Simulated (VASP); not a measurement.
# Si4C (P-6m2) in VASP: a series of runs, part 2 of 2

VASP 6.6.1.

## 3. Single point, PBE

This run uses another cell than the first one, of 14.72 Å³/atom, 1.053 times its volume.

INCAR reads:

```
PREC = Accurate
ENCUT = 520
EDIFF = 1E-7
ISMEAR = 0
SIGMA = 0.1
LREAL = F
LASPH = T
NELM = 80
ALGO = Normal
ISIF = 2
LWAVE = F
LCHARG = F
GGA = PE
NBANDS = 31
```

KPOINTS reads:

```
Automatic mesh
0
Gamma
  6 6 2
```

POSCAR reads:

```
Si4C
1.0
    3.5741023900      0.0000000000      0.0000000000
   -1.7870511900      3.0952634600      0.0000000000
    0.0000000000      0.0000000000     13.3055502300
Si C
8 2
Direct
    0.3333333300      0.6666666700      0.8000000000
    0.3333333300      0.6666666700      0.0000000000
    0.3333333300      0.6666666700      0.2000000000
    0.6666666700      0.3333333300      0.7000000000
    0.6666666700      0.3333333300      0.9000000000
    0.6666666700      0.3333333300      0.1000000000
    0.6666666700      0.3333333300      0.3000000000
    0.6666666700      0.3333333300      0.5000000000
    0.3333333300      0.6666666700      0.6000000000
    0.3333333300      0.6666666700      0.4000000000
```

Potentials or basis: VASP PAW PBE potentials, release 64 (Si, C).

Command:

```
$ cat potpaw_PBE.64/Si/POTCAR potpaw_PBE.64/C/POTCAR > POTCAR
$ mpirun -np 1 vasp_std > vasp.out
```

OUTCAR:

```text
PREC = Accurate
   ENCUT = 520
   EDIFF = 1E-7
   ISMEAR = 0
   LREAL = F
   LASPH = T
   NELM = 80
   ISIF = 2
   GGA = PE

 ion  position               nearest neighbor table
   1  0.333  0.667  0.800-   4 2.46   5 2.46   4 2.46   5 2.46   4 2.46   5 2.46   2 2.66
   2  0.333  0.667  0.000-   5 2.46   6 2.46   5 2.46   6 2.46   5 2.46   6 2.46   1 2.66   3 2.66

   3  0.333  0.667  0.200-   7 2.46   6 2.46   7 2.46   6 2.46   7 2.46   6 2.46   2 2.66
   4  0.667  0.333  0.700-   1 2.46   9 2.46   1 2.46   9 2.46   1 2.46   9 2.46   5 2.66   8 2.66

   5  0.667  0.333  0.900-   1 2.46   2 2.46   1 2.46   2 2.46   1 2.46   2 2.46   4 2.66   6 2.66

   6  0.667  0.333  0.100-   2 2.46   3 2.46   2 2.46   3 2.46   2 2.46   3 2.46   7 2.66   5 2.66

   7  0.667  0.333  0.300-   3 2.46  10 2.46   3 2.46  10 2.46   3 2.46  10 2.46   6 2.66   8 2.66

   8  0.667  0.333  0.500-   9 2.46  10 2.46   9 2.46  10 2.46   9 2.46  10 2.46   4 2.66   7 2.66

   9  0.333  0.667  0.600-   4 2.46   8 2.46   4 2.46   8 2.46   4 2.46   8 2.46
  10  0.333  0.667  0.400-   7 2.46   8 2.46   7 2.46   8 2.46   7 2.46   8 2.46

  LATTYP: Found a hexagonal cell.
 ALAT       =     3.5741023900
 C/A-ratio  =     3.7227669435

  Lattice vectors:

 A1 = (   3.5741023900,   0.0000000000,   0.0000000000)
 A2 = (  -1.7870511900,   3.0952634600,   0.0000000000)
 A3 = (   0.0000000000,   0.0000000000,  13.3055502300)

Analysis of symmetry for initial positions (statically):
=====================================================================
 Subroutine PRICEL returns:
 Original cell was already a primitive cell.

 Routine SETGRP: Setting up the symmetry group for a
 hexagonal supercell.

 Subroutine GETGRP returns: Found 12 space group operations
 (whereof 12 operations were pure point group operations)
 out of a pool of 24 trial point group operations.

[... 143 lines left out ...]
   LORBIT       =      0    0 simple, 1 ext, 2 COOP (PROOUT), +10 PAW based schemes
   GGA     = PE    functional components
   LHFCALC =     F    Hartree Fock is set to
   AEXX    =    0.0000 exact exchange contribution
   IVDW    =     0    specifies the selected vdW correction
   LEPSILON=     F    determine dielectric tensor
   LRPA    =     F    only Hartree local field effects (RPA)
 non-spin polarized calculation
 Gauss-broadening in eV      SIGMA  =   0.10
  energy-cutoff  :      520.00
  volume of cell :      147.20
 maximum number of plane-waves:      3998
 NGX is ok and might be reduce to    28
   NGX = 13   NGY = 13   NGZ = 49

 number of electron      40.0000001 magnetization

 Free energy of the ion-electron system (eV)
  ---------------------------------------------------
  ext. energy  EPLUGINS =         0.00000000
  ---------------------------------------------------
  free energy    TOTEN  =       -50.60989291 eV

  energy without entropy =      -50.56848853  energy(sigma->0) =      -50.58919072

 E-fermi :   8.1059     XC(G=0): -10.6201

 val. band max:        8.1055525762   @ k =   0.3333   0.1667   0.0000
 cond. band min:       8.1123743876   @ k =   0.1667   0.0000   0.5000
 fundamental gap:      0.0068218115
 Fermi energy:         8.1059439129

 k-point     1 :       0.0000    0.0000    0.0000
  band No.  band energies     occupation
      1      -6.2737      2.00000
      2      -5.4111      2.00000
      3      -5.2410      2.00000
      4      -3.2541      2.00000
      5      -2.8133      2.00000
      6       0.4869      2.00000
[... 465 lines left out ...]
     30      13.6154      0.00000
     31      13.7215      0.00000

------------------------ aborting loop because EDIFF is reached ----------------------------------------

  FORCE on cell =-STRESS in cart. coord.  units (eV):
  Direction    XX          YY          ZZ          XY          YZ          ZX
  --------------------------------------------------------------------------------------
  -------------------------------------------------------------------------------------
  Total       -6.5796381     -6.5796381      3.2759751     -0.0000000     -0.0000000      0.0000000
  in kB      -71.6168377    -71.6168374     35.6577322     -0.0000001     -0.0000000      0.0000000
  external PRESSURE =     -35.8586476 kB  Pullay stress =       0.0000000 kB

 VOLUME and BASIS-vectors are now :
 -----------------------------------------------------------------------------
  energy-cutoff  :      520.00
  volume of cell :      147.20
      direct lattice vectors                 reciprocal lattice vectors
     3.574102390  0.000000000  0.000000000     0.279790529  0.161537137  0.000000000
    -1.787051190  3.095263460  0.000000000     0.000000000  0.323074276  0.000000000
     0.000000000  0.000000000 13.305550230     0.000000000  0.000000000  0.075156606

 POSITION                                       TOTAL-FORCE (eV/Angst)
 -----------------------------------------------------------------------------------
     -0.00000      2.06351     10.64444         0.000000     -0.000000     -0.506182
     -0.00000      2.06351      0.00000         0.000000      0.000000      0.000000
     -0.00000      2.06351      2.66111         0.000000     -0.000000      0.506182
      1.78705      1.03175      9.31389        -0.000000      0.000000     -1.573092
      1.78705      1.03175     11.97500        -0.000000      0.000000      0.090509
      1.78705      1.03175      1.33056        -0.000000      0.000000     -0.090509
      1.78705      1.03175      3.99167        -0.000000      0.000000      1.573092
      1.78705      1.03175      6.65278        -0.000000     -0.000000      0.000000
     -0.00000      2.06351      7.98333         0.000000      0.000000      0.142798
     -0.00000      2.06351      5.32222         0.000000      0.000000     -0.142798
 -----------------------------------------------------------------------------------
    total drift:                                0.000009     -0.000005      0.000000

  FREE ENERGIE OF THE ION-ELECTRON SYSTEM (eV)
  ---------------------------------------------------
  free  energy   TOTEN  =       -50.6098929092 eV

  energy  without entropy=      -50.5684885323  energy(sigma->0) =      -50.58919072
```

OSZICAR:

```text
N       E                     dE             d eps       ncg     rms          rms(c)
DAV:   1     0.858031282678E+02    0.85803E+02   -0.16511E+04   868   0.111E+03
[... 11 lines left out ...]
DAV:  13    -0.506099174272E+02    0.29044E-04   -0.18012E-04  1171   0.601E-02    0.115E-01
DAV:  14    -0.506099034014E+02    0.14026E-04   -0.24005E-05  1235   0.219E-02    0.741E-02
DAV:  15    -0.506098967749E+02    0.66265E-05   -0.61785E-06  1193   0.112E-02    0.382E-02
DAV:  16    -0.506098931608E+02    0.36141E-05   -0.41975E-06  1171   0.993E-03    0.107E-02
DAV:  17    -0.506098933274E+02   -0.16663E-06   -0.97097E-07  1074   0.441E-03    0.940E-03
DAV:  18    -0.506098929062E+02    0.42118E-06   -0.42209E-07  1027   0.305E-03    0.139E-03
DAV:  19    -0.506098929092E+02   -0.30514E-08   -0.74088E-08   686   0.122E-03
   1 F= -.50609893E+02 E0= -.50589191E+02  d E =-.414044E-01
```

It took 83 s on 1 thread of Intel Xeon 6975P-C (Granite Rapids), shared host; peak memory 0.26 GiB.

Results:

```
Free energy            : -50.6099 eV
Pressure               : -3.6 GPa
Largest force          : 1.573 eV/Å
Band gap on the k mesh : zero (band 20 reaches 9.22 eV, above the bottom of band 21 at 7.40 eV)
```

Forces on the atoms (eV/Å):
```
Si   0.000  0.000 -0.506
Si   0.000  0.000  0.000
Si   0.000  0.000  0.506
Si   0.000  0.000 -1.573
Si   0.000  0.000  0.091
Si   0.000  0.000 -0.091
Si   0.000  0.000  1.573
Si   0.000  0.000  0.000
C    0.000  0.000  0.143
C    0.000  0.000 -0.143
```

Levels at points of the mesh, in eV from the Fermi level:
```tsv
k point	band 17	band 18	band 19	band 20	band 21	band 22	band 23	band 24
(0.00, 0.00, 0.00)	-0.40	-0.05	-0.05	0.49	1.03	1.03	1.97	1.97
(0.50, 0.00, 0.00)	-2.33	-1.40	-1.14	-0.74	-0.28	-0.24	0.28	0.82
(0.00, 0.00, 0.50)	-0.56	-0.49	0.06	1.12	1.23	1.36	1.36	1.68
(0.50, 0.00, 0.50)	-2.33	-2.27	-0.88	-0.44	-0.32	-0.04	-0.02	0.74
```

Caveat: forces of over 1 eV/Å act on the atoms, so gaps and moduli don't describe the material at rest.
